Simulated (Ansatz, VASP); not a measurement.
# Two plane-wave programs on SnTe

```
Sn Te
1.0
     0.00000    3.09337    3.15650
     3.09337    0.00000    3.15650
     3.09337    3.09337    0.00000
Sn Te
1 1
Direct
  0.00000 0.00000 0.00000
  0.50000 0.50000 0.50000
```

Change from the starting cell: strain -0.0200 x Voigt [1, 1, 0, 0, 0, 0], atoms carried along.

Alike in both runs: task single point; functional r2SCAN; k mesh 14 × 14 × 14; occupations gaussian, width 0.15 eV; no spin polarisation.

```csv
,VASP,Ansatz
version,VASP 6.6.1,Ansatz 0.2.0
potentials or method,"VASP PAW PBE potentials, release 64 (Sn_d, Te), cutoff 520 eV","scalar-relativistic, plane waves, PAW"
valence electrons in the cell,20,30
```

VASP gave:

```
pressure (GPa)                                                : 3.5
traceless stress, the component that is largest in VASP (GPa) : -2.09
```

Q: Estimate Ansatz's values.

A: Pressure (GPa): 3.5; traceless stress, the component that is largest in VASP (GPa): -2.08.

VASP's potentials were made for PBE, not for r2SCAN. VASP's potentials hold 20 valence electrons a cell and Ansatz's 30, so a difference there can come from the potentials and not from the codes.

Neither program's run includes spin-orbit coupling.
